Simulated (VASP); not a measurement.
# Zr (Fm-3m) in VASP: a series of runs

Zr is run at these levels: PBE; tasks: relaxation of cell and atoms.

All numbers are computed with VASP 6.6.1; they aren't measurements. Logs are shortened: lines on timing, memory, paths and dates and some standing lists are left out, and cuts for length are marked.

### 1 The cell of the first run

It takes space group Fm-3m (No. 225, cubic). The conventional cell has a = 4.084 Å, b = 4.084 Å, c = 4.084 Å, α = 90.00°, β = 90.00°, γ = 90.00°. Zr (site symmetry m-3m) has 12 Zr at 2.89 Å within 3.8 Å.

This isn't the form of Zr at room conditions, which is hcp.

### 2 Relaxation of cell and atoms, PBE, target pressure 60 GPa, at which the enthalpy is minimised

Contents of INCAR:

```
  PREC = Accurate
  ENCUT = 600
  EDIFF = 1E-6
  ISMEAR = 0
  SIGMA = 0.1
  LREAL = F
  LASPH = T
  NELM = 60
  ALGO = Normal
  ISIF = 3
  LWAVE = F
  LCHARG = F
  GGA = PE
  IBRION = 2
  NSW = 70
  EDIFFG = -0.008
  PSTRESS = 600.0
```

Contents of KPOINTS:

```
Automatic mesh
0
Gamma
  18 18 18
```

Contents of POSCAR:

```
Zr
1.0
    0.0000000000      2.0418596422      2.0418596422
    2.0418596422      0.0000000000      2.0418596422
    2.0418596422      2.0418596422      0.0000000000
Zr
1
Direct
    0.0000000000      0.0000000000      0.0000000000
```

Potentials or basis: VASP PAW PBE potentials, release 64 (Zr_sv).

Started as:

```console
cat potpaw_PBE.64/Zr_sv/POTCAR > POTCAR
mpirun -np 1 vasp_std > vasp.out
```

OUTCAR:

```text
PREC = Accurate
   ENCUT = 600
   EDIFF = 1E-6
   ISMEAR = 0
   LREAL = F
   LASPH = T
   NELM = 60
   ISIF = 3
   GGA = PE
   IBRION = 2
   NSW = 70
   EDIFFG = -0.008
   PSTRESS = 600.0

 ion  position               nearest neighbor table
   1  0.000  0.000  0.000-

  LATTYP: Found a face centered cubic cell.
 ALAT       =     4.0837192844

  Lattice vectors:

 A1 = (   0.0000000000,   2.0418596422,   2.0418596422)
 A2 = (   2.0418596422,   0.0000000000,   2.0418596422)
 A3 = (   2.0418596422,   2.0418596422,   0.0000000000)

Analysis of symmetry for initial positions (statically):
=====================================================================
 Subroutine PRICEL returns:
 Original cell was already a primitive cell.

 Routine SETGRP: Setting up the symmetry group for a
 face centered cubic supercell.

 Subroutine GETGRP returns: Found 48 space group operations
 (whereof 48 operations were pure point group operations)
 out of a pool of 48 trial point group operations.

The static configuration has the point symmetry O_h .

Analysis of symmetry for dynamics (positions and initial velocities):
=====================================================================
 Subroutine PRICEL returns:
 Original cell was already a primitive cell.

 Routine SETGRP: Setting up the symmetry group for a
 face centered cubic supercell.

 Subroutine GETGRP returns: Found 48 space group operations
 (whereof 48 operations were pure point group operations)
 out of a pool of 48 trial point group operations.

The dynamic configuration has the point symmetry O_h .

 Subroutine INISYM returns: Found 48 space group operations
 (whereof 48 operations are pure point group operations),
 and found     1 'primitive' translations

----------------------------------------------------------------------------------------

                                     Primitive cell

  volume of cell :      17.0258

  direct lattice vectors                    reciprocal lattice vectors
     0.000000000  2.041859642  2.041859642    -0.244874814  0.244874814  0.244874814
     2.041859642  0.000000000  2.041859642     0.244874814 -0.244874814  0.244874814
     2.041859642  2.041859642  0.000000000     0.244874814  0.244874814 -0.244874814

  length of vectors
     2.887625598  2.887625598  2.887625598     0.424135619  0.424135619  0.424135619

  position of ions in fractional coordinates (direct lattice)
[... 91 lines left out ...]
   EFERMI =   0.00;   METHOD = LEGACY
   ISMEAR =     0;   SIGMA  =   0.10  broadening in eV -4-tet -1-fermi 0-gaus
   EFERMI_NEDOS =   21; number of points for ismear=-14 and -15
   IALGO  =     38    algorithm
   IMIX   =      4    mixing-type and parameters
     AMIX     =   0.40;   BMIX     =  1.00
     AMIX_MAG =   1.60;   BMIX_MAG =  1.00
  volume/ion in A,a.u.               =      17.03       114.90
  Fermi-wavevector in a.u.,A,eV,Ry     =   1.456910  2.753161 28.879542  2.122586
  Thomas-Fermi vector in A             =   2.573773
   LORBIT       =      0    0 simple, 1 ext, 2 COOP (PROOUT), +10 PAW based schemes
   GGA     = PE    functional components
   LHFCALC =     F    Hartree Fock is set to
   AEXX    =    0.0000 exact exchange contribution
   IVDW    =     0    specifies the selected vdW correction
   LEPSILON=     F    determine dielectric tensor
   LRPA    =     F    only Hartree local field effects (RPA)
 conjugate gradient relaxation of ions
 non-spin polarized calculation
 Gauss-broadening in eV      SIGMA  =   0.10
  energy-cutoff  :      600.00
  volume of cell :       17.03
 maximum number of plane-waves:       588
   NGX = 11   NGY = 11   NGZ = 11

--------------------------------------- Ionic step        1  -------------------------------------------

 number of electron      12.0000000 magnetization

 Free energy of the ion-electron system (eV)
  ---------------------------------------------------
  ext. energy  EPLUGINS =         0.00000000
  ---------------------------------------------------
  free energy    TOTEN  =        -7.76964585 eV

  energy without entropy =       -7.76479012  energy(sigma->0) =       -7.76721799

------------------------ aborting loop because EDIFF is reached ----------------------------------------

  FORCE on cell =-STRESS in cart. coord.  units (eV):
  Direction    XX          YY          ZZ          XY          YZ          ZX
  --------------------------------------------------------------------------------------
  -------------------------------------------------------------------------------------
  Total        4.8947002      4.8947002      4.8947002      0.0000000      0.0000000      0.0000000
  in kB      460.6054026    460.6054026    460.6054026      0.0000000      0.0000000      0.0000000
  external PRESSURE =    -139.3945974 kB  Pullay stress =     600.0000000 kB
[... 209 lines left out ...]
--------------------------------------- Ionic step        7  -------------------------------------------

 number of electron      12.0000000 magnetization

 Free energy of the ion-electron system (eV)
  ---------------------------------------------------
  ext. energy  EPLUGINS =         0.00000000
  ---------------------------------------------------
  free energy    TOTEN  =        -7.45705035 eV

  energy without entropy =       -7.45369887  energy(sigma->0) =       -7.45537461

 E-fermi :  13.6992     XC(G=0): -12.8914

 val. band max:       13.6791687500   @ k =   0.1111   0.1111   0.0000
 cond. band min:      13.7361280221   @ k =   0.3889   0.1111   0.0000
 fundamental gap:      0.0569592721
 Fermi energy:        13.6991544765

 k-point     1 :       0.0000    0.0000    0.0000
  band No.  band energies     occupation
      1     -34.7756      2.00000
      2     -11.2748      2.00000
      3     -11.2748      2.00000
      4     -11.2748      2.00000
      5       7.9694      2.00000
      6      14.5913      0.00000
      7      14.5913      0.00000
      8      14.5913      0.00000
      9      18.4237      0.00000
     10      18.4237      0.00000
[... 287 lines left out ...]
 k-point    24 :      -0.2222    0.0556    0.0000
  band No.  band energies     occupation
      1     -34.4935      2.00000
      2     -12.7230      2.00000
      3     -11.5462      2.00000
      4     -11.4099      2.00000
      5      10.0133      2.00000
      6      13.5682      1.93595
      7      15.0363      0.00000
      8      15.1841      0.00000
      9      17.6123      0.00000
     10      18.9381      0.00000

 [... further k-points ...]

------------------------ aborting loop because EDIFF is reached ----------------------------------------

  FORCE on cell =-STRESS in cart. coord.  units (eV):
  Direction    XX          YY          ZZ          XY          YZ          ZX
  --------------------------------------------------------------------------------------
  -------------------------------------------------------------------------------------
  Total        6.0197419      6.0197419      6.0197419     -0.0000000      0.0000000      0.0000000
  in kB      599.9321056    599.9321056    599.9321056     -0.0000000      0.0000000      0.0000000
  external PRESSURE =      -0.0678944 kB  Pullay stress =     600.0000000 kB
[... 20 lines left out ...]
  energy  without entropy=       -7.4536988707  energy(sigma->0) =       -7.45537461

  enthalpy is  TOTEN    =        -1.4366272181 eV   P V=        6.0204231286

 reached required accuracy - stopping structural energy minimisation
```

Wall time 2.7 min (1 thread of Intel Xeon 8259CL, shared host); peak memory 0.18 GiB.

What came out:

```
Free energy                                                : -7.4571 eV
Relaxed volume                                             : 16.08 Å³/atom
Relaxed cell                                               : a = 2.833 Å, b = 2.833 Å, c = 2.833 Å, α = 60.00°, β = 60.00°, γ = 60.00°
Space group after relaxing (to 0.1 Å)                      : Fm-3m (No. 225)
Energy change on relaxing (the run minimises the enthalpy) : +312.6 meV/atom
Ionic steps                                                : 7
Pressure after relaxing                                    : 60.0 GPa
Band gap on the k mesh                                     : zero (bands 6 and 7 overlap by 1.84 eV)
```

The path:
```csv
step,energy change (eV),largest force (eV/Å),pressure (GPa),volume (Å³)
1,0.0000,0.0000,46.06,17.03
2,1.6075,0.0000,114.69,13.63
3,0.2862,0.0000,58.84,16.15
4,0.3104,0.0000,59.89,16.08
5,0.3174,0.0000,60.21,16.06
6,0.3021,0.0000,59.54,16.10
7,0.3126,0.0000,59.99,16.08
```

Final structure:
```
Zr
1.0
     0.00000    2.00317    2.00317
     2.00317    0.00000    2.00317
     2.00317    2.00317    0.00000
Zr
1
Direct
  0.00000 0.00000 0.00000
```

Levels at points of the mesh, in eV from the Fermi level:
```tsv
k point	band 2	band 3	band 4	band 5	band 6	band 7	band 8	band 9	band 10
(0.00, 0.00, 0.00)	-24.97	-24.97	-24.97	-5.73	0.89	0.89	0.89	4.72	4.72
(0.50, 0.00, 0.00)	-27.84	-25.32	-25.32	-3.99	0.55	0.55	3.23	7.65	7.65
(0.50, 0.50, 0.00)	-27.62	-25.97	-25.97	-4.81	-3.87	6.05	7.69	8.54	8.54
```

Caveat: the cell is relaxed towards a set pressure, so the run minimises the enthalpy, not the energy.

### 3 Relaxation of cell and atoms, PBE, target pressure -3 GPa, at which the enthalpy is minimised

This run uses another cell than the first one, of 23.86 Å³/atom.

Contents of INCAR:

```
PREC     = Accurate       # precision mode
ENCUT    = 600            # plane-wave cutoff, eV
EDIFF    = 1E-6           # SCF threshold, eV
ISMEAR   = 0              # smearing method
SIGMA    = 0.1            # smearing width, eV
LREAL    = F              # projectors in reciprocal space
LASPH    = T              # aspherical terms in the spheres
NELM     = 80             # most SCF steps
ALGO     = Fast           # electronic algorithm
ISIF     = 3              # what is computed and relaxed
LWAVE    = F              # write WAVECAR
LCHARG   = F              # write CHGCAR
GGA      = PE             # functional
IBRION   = 2              # ionic algorithm
NSW      = 70             # ionic steps
EDIFFG   = -0.008         # ionic threshold
PSTRESS  = -30.0
```

Contents of KPOINTS:

```
regular mesh
0
Gamma
  16 16 16
```

Contents of POSCAR:

```
Zr
1.0
    0.0000000000      2.2849193353      2.2849193353
    2.2849193353      0.0000000000      2.2849193353
    2.2849193353      2.2849193353      0.0000000000
Zr
1
Direct
    0.0000000000      0.0000000000      0.0000000000
```

Potentials or basis: VASP PAW PBE potentials, release 64 (Zr_sv).

Started as:

```console
cat potpaw_PBE.64/Zr_sv/POTCAR > POTCAR
mpirun -np 1 vasp_std > vasp.out
```

Wall time 3.2 min (1 thread of Intel Xeon 8259CL, shared host); peak memory 0.19 GiB.

It converged, with:

```
Free energy                                                : -8.4765 eV
Relaxed volume                                             : 24.04 Å³/atom
Relaxed cell                                               : a = 3.239 Å, b = 3.239 Å, c = 3.239 Å, α = 60.00°, β = 60.00°, γ = 60.00°
Space group after relaxing (to 0.1 Å)                      : Fm-3m (No. 225)
Energy change on relaxing (the run minimises the enthalpy) : +3.0 meV/atom
Ionic steps                                                : 3
Pressure after relaxing                                    : -3.0 GPa
Band gap on the k mesh                                     : zero (bands 6 and 7 overlap by 1.35 eV)
```

Step by step:
```
step  energy change (eV)  largest force (eV/Å)  pressure (GPa)  volume (Å³)
   1              0.0000                0.0000           -2.40        23.86
   2              0.0057                0.0000           -3.43        24.17
   3              0.0030                0.0000           -3.01        24.04
```

Final structure:
```xyz
1
Lattice="0.0000 2.2906 2.2906 2.2906 0.0000 2.2906 2.2906 2.2906 0.0000" Properties=species:S:1:pos:R:3 pbc="T T T"
Zr    0.0000    0.0000    0.0000
```

Levels at points of the mesh, in eV from the Fermi level:
```tsv
k point	band 3	band 4	band 5	band 6	band 7	band 8	band 9	band 10
(0.00, 0.00, 0.00)	-26.33	-26.33	-5.49	0.97	0.97	0.97	3.28	3.28
(0.50, 0.00, 0.00)	-26.44	-26.44	-2.86	0.80	0.80	0.99	4.98	4.98
(0.50, 0.50, 0.00)	-26.64	-26.64	-2.85	-2.07	2.82	4.98	5.46	5.46
```

Caveat: the cell is relaxed towards a set pressure, so the run minimises the enthalpy, not the energy.

### 4 Relaxation of cell and atoms, PBE, target pressure 30 GPa, at which the enthalpy is minimised

This run uses another cell than the first one, of 18.73 Å³/atom.

Contents of INCAR:

```
SYSTEM = Zr
PREC = Accurate ; ENCUT = 600
EDIFF = 1E-6 ; ISMEAR = 0
SIGMA = 0.1 ; LREAL = .False.
LASPH = .True. ; NELM = 60
ALGO = Fast ; ISIF = 3
LWAVE = .False. ; LCHARG = .False.
GGA = PE ; IBRION = 2
NSW = 70 ; EDIFFG = -0.008
PSTRESS = 300.0
```

Contents of KPOINTS:

```
regular mesh
0
Gamma
  18 18 18
  0 0 0
```

Contents of POSCAR:

```
Zr
1.0
    0.0000000000      2.1077171384      2.1077171384
    2.1077171384      0.0000000000      2.1077171384
    2.1077171384      2.1077171384      0.0000000000
Zr
1
Direct
    0.0000000000      0.0000000000      0.0000000000
```

Started as:

```console
cat potpaw_PBE.64/Zr_sv/POTCAR > POTCAR
mpirun -np 1 vasp_std > vasp.out
```

Run time: 99 s. Hardware: 1 thread of Intel Xeon 8259CL, shared host; peak memory 0.18 GiB.

The run converged. Its results:

```yaml
Free_energy: -8.1062 eV
Relaxed_volume: 18.46 Å³/atom
Relaxed_cell: a = 2.966 Å, b = 2.966 Å, c = 2.966 Å, α = 60.00°, β = 60.00°, γ = 60.00°
Space_group_after_relaxing_to_0.1_Å: Fm-3m (No. 225)
Energy_change_on_relaxing_the_run_minimises_the_enthalpy: +48.6 meV/atom
Ionic_steps: 3
Pressure_after_relaxing: 30.0 GPa
Band_gap_on_the_k_mesh: zero (bands 6 and 7 overlap by 1.71 eV)
```

The path:
| step | energy change (eV) | largest force (eV/Å) | pressure (GPa) | volume (Å³) |
| --- | --- | --- | --- | --- |
| 1 | 0.0000 | 0.0000 | 27.42 | 18.73 |
| 2 | 0.1571 | 0.0000 | 35.43 | 17.92 |
| 3 | 0.0486 | 0.0000 | 29.98 | 18.46 |

Final structure:
```cif
data_structure
_symmetry_space_group_name_H-M 'P 1'
_symmetry_Int_Tables_number 1
_cell_length_a 2.9663
_cell_length_b 2.9663
_cell_length_c 2.9663
_cell_angle_alpha 60.000
_cell_angle_beta 60.000
_cell_angle_gamma 60.000
_cell_volume 18.46
loop_
_atom_site_label
_atom_site_type_symbol
_atom_site_fract_x
_atom_site_fract_y
_atom_site_fract_z
_atom_site_occupancy
Zr1 Zr 0.00000 0.00000 0.00000 1
```

Levels at points of the mesh, in eV from the Fermi level:
```tsv
k point	band 2	band 3	band 4	band 5	band 6	band 7	band 8	band 9	band 10
(0.00, 0.00, 0.00)	-25.45	-25.45	-25.45	-5.81	0.97	0.97	0.97	4.21	4.21
(0.50, 0.00, 0.00)	-27.40	-25.69	-25.69	-3.57	0.70	0.70	2.23	6.66	6.66
(0.50, 0.50, 0.00)	-27.26	-26.13	-26.13	-4.04	-3.14	4.64	6.68	7.38	7.38
```

Caveat: the cell is relaxed towards a set pressure, so the run minimises the enthalpy, not the energy.

### 5 The runs side by side

| cell | k mesh | gap on the mesh (eV) | pressure (GPa) |
| --- | --- | --- | --- |
| relaxed to 60 GPa from a = 2.888 Å, angles 60.0°, 1 atom | 18 × 18 × 18 | none | 60.0 |
| relaxed to -3 GPa from a = 3.231 Å, angles 60.0°, 1 atom | 16 × 16 × 16 | none | -3.0 |
| relaxed to 30 GPa from a = 2.981 Å, angles 60.0°, 1 atom | 18 × 18 × 18 | none | 30.0 |

Alike in all rows: task relaxation of cell and atoms; level PBE; potentials or basis VASP PAW PBE potentials, release 64 (Zr_sv); no spin polarisation; cutoff (eV) 600; smearing gaussian 0.1 eV.

Caveats: the cell is relaxed towards a set pressure, so the run minimises the enthalpy, not the energy.

Total energies depend on the potentials used, so only differences within one code and one set of settings carry meaning.
